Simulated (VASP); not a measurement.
The system is Ni.

```
CELL_PARAMETERS angstrom
0.00000 2.27759 2.27759
2.27759 0.00000 2.27759
2.27759 2.27759 0.00000
ATOMIC_POSITIONS crystal
Ni 0.00000 0.00000 0.00000
Ni 0.50000 0.50000 0.50000
```

This isn't the form of Ni at room conditions, which is fcc.

```yaml
Program: VASP 6.6.1
Task: relaxation of cell and atoms
Functional: PBE
Potentials_or_basis: VASP PAW PBE potentials, release 64 (Ni)
Cutoff: 600 eV
k_mesh: 12 × 12 × 12
Occupations: fermi-dirac, width 0.05 eV
Spin: collinear spin, antiferromagnetic start
Starting_moments: "[0.8, -0.8] μB"
```

At the start: pressure 10.0 GPa; volume 11.81 Å³/atom.

Q: How do energy, volume and symmetry change on relaxing?

A: Over 3 steps the energy falls by 21.4 meV/atom and the volume is 12.54 Å³/atom (+6.2 %); space group Pm-3m (No. 221, to 0.1 Å) before and after; moment 0.00 μB per cell.

Step by step:
| step | energy change (eV) | largest force (eV/Å) | pressure (GPa) | volume (Å³) |
| --- | --- | --- | --- | --- |
| 1 | 0.0000 | 0.0000 | 10.01 | 23.63 |
| 2 | -0.0204 | 0.0000 | -5.84 | 26.25 |
| 3 | -0.0428 | 0.0000 | 0.05 | 25.08 |

Final structure:
```
CELL_PARAMETERS angstrom
0.00000 2.32341 2.32341
2.32341 0.00000 2.32341
2.32341 2.32341 0.00000
ATOMIC_POSITIONS crystal
Ni 0.00000 0.00000 0.00000
Ni 0.50000 0.50000 0.50000
```

Caveat: the moments typed at the start vanished in this run.
